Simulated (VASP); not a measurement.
Write the native input for VASP 6.6.1 that does the following.

| Item | Value |
| --- | --- |
| Task | single point |
| Functional | HSE06 |
| Potentials or basis | VASP PAW PBE potentials, release 64 (Rb_sv) |
| Cutoff | 400 eV |
| k mesh | 6 × 6 × 6 |
| Occupations | gaussian, width 0.05 eV |
| Spin | no spin polarisation |
| Dipole correction | no |
| Grid for exact exchange (PRECFOCK) | Normal |
| Further INCAR settings | ALGO = Normal; EDIFF = 1e-06; NBANDS = 10 |
| Share of exact exchange | 0.25 |
| Screening parameter | 0.2079 1/Å |

Crystal: Rb.

```
Rb
1.0
     0.00000    3.61431    3.61431
     3.61431    0.00000    3.61431
     3.61431    3.61431    0.00000
Rb
1
Direct
  0.00000 0.00000 0.00000
```

This isn't the form of Rb at room conditions, which is bcc.

The input as run:

POSCAR

```
Rb
1.0
    0.0000000000      3.6143073399      3.6143073399
    3.6143073399      0.0000000000      3.6143073399
    3.6143073399      3.6143073399      0.0000000000
Rb
1
Direct
    0.0000000000      0.0000000000      0.0000000000
```

INCAR.step1

```
  PREC = Accurate
  ENCUT = 400
  EDIFF = 1E-5
  ISMEAR = 0
  SIGMA = 0.05
  LREAL = False
  LASPH = True
  NELM = 120
  ALGO = Normal
  ISIF = 2
  LWAVE = True
  LCHARG = False
  GGA = PE
  NBANDS = 10
  GGA_COMPAT = False
```

INCAR.step2

```
  PREC = Accurate
  ENCUT = 400
  EDIFF = 1E-6
  ISMEAR = 0
  SIGMA = 0.05
  LREAL = False
  LASPH = True
  NELM = 120
  ALGO = Normal
  ISIF = 2
  LWAVE = False
  LCHARG = False
  GGA = PE
  LHFCALC = True
  HFSCREEN = 0.2079
  PRECFOCK = Normal
  ISTART = 1
  NBANDS = 10
  GGA_COMPAT = False
```

KPOINTS

```
regular mesh
0
Gamma
  6 6 6
```

Potentials or basis: VASP PAW PBE potentials, release 64 (Rb_sv).

Run with:

```console
$ cat potpaw_PBE.64/Rb_sv/POTCAR > POTCAR
$ cp INCAR.step1 INCAR
$ mpirun -np 1 vasp_std > vasp.out
$ cp INCAR.step2 INCAR
$ mpirun -np 1 vasp_std > vasp.out
```

It gave:

* Pressure: 0.0 GPa
* Band gap on the k mesh: zero (an odd number of electrons rules out a gap without spin polarisation)

Caveat: the PAW data sets were made with another functional, which shifts forces and pressure a little.

Wall time 20 min on 1 thread of Intel(R) Xeon(R) Platinum 8259CL CPU @ 2.50GHz (Skylake/Cascade Lake) (shared host), peak memory 0.32 GiB.
